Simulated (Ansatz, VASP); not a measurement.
**Two plane-wave programs on Ge**

```xyz
2
Lattice="0.0000 2.8390 2.7940 2.8390 0.0000 2.7940 2.8390 2.8390 0.0000" Properties=species:S:1:pos:R:3 pbc="T T T"
Ge    0.0000    0.0000    0.0000
Ge    1.4195    1.4195    1.3970
```

Change from the starting cell: strained cell.

Alike in both runs: functional LDA; k mesh 12 × 12 × 12; occupations gaussian, width 0.1 eV; no spin polarisation.

Ansatz relaxed the structure, and its values are those at the end. VASP's run is a single point on that final structure, the one shown.

```csv
,VASP,Ansatz
version,VASP 6.6.1,Ansatz 0.2.0
potentials or method,"VASP PAW LDA potentials, release 64 (Ge_d), cutoff 520 eV","scalar-relativistic, plane waves, PAW"
valence electrons in the cell,28,28
```

Ansatz gave:

* gap on the k mesh at the Fermi level (eV): 0.10
* least direct gap on the mesh (eV): 0.12
* pressure (GPa): -0.9

Problem. What did VASP give for the same quantities?

Solution. gap on the k mesh at the Fermi level (eV): 0.12; least direct gap on the mesh (eV): 0.12; pressure (GPa): -0.8.

LDA's correlation is that of Perdew and Zunger in VASP and of Perdew and Wang (1992) in Ansatz. Ansatz's warnings: stress scf threshold loose.
